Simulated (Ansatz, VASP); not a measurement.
## Two plane-wave programs on Si

```xyz
17
Lattice="0.0000 5.4300 5.4300 5.4300 0.0000 5.4300 5.4300 5.4300 0.0000" Properties=species:S:1:pos:R:3 pbc="T T T"
Si    0.0224   -0.0239   -0.0227
Si    1.3901    1.3568    1.3566
Si    2.7098    2.7188   -0.0044
Si    4.0713    4.0383    1.3588
Si    2.7110   -0.0040    2.7186
Si    4.0727    1.3576    4.0398
Si    5.4345    2.7195    2.7206
Si    6.7880    4.0730    4.0724
Si    0.0204    2.7354    2.7361
Si    1.3532    4.0681    4.0734
Si    2.6881    5.4031    2.7411
Si    4.0704    6.7854    4.1057
Si    2.6912    2.7373    5.4073
Si    4.0718    4.1051    6.7867
Si    5.4338    5.4248    5.4256
Si    6.7534    6.7863    6.7889
Si    9.4983    6.7832    6.7886
```

Alike in both runs: functional PBE; k mesh 2 × 2 × 2; occupations gaussian, width 0.05 eV; no spin polarisation.

Ansatz relaxed the structure, and its values are those at the end. VASP's run is a single point on that final structure, the one shown.

|  | VASP | Ansatz |
| --- | --- | --- |
| version | VASP 6.6.1 | Ansatz 0.2.0 |
| potentials or method | VASP PAW PBE potentials, release 64 (Si), cutoff 520 eV | scalar-relativistic, plane waves, PAW |
| valence electrons in the cell | 68 | 68 |

```csv
,VASP,Ansatz,Ansatz less VASP
rms of the force components (eV/Å),0.007,0.007,+0.0002
```

The k mesh is coarse, so the values compare programs but aren't converged.
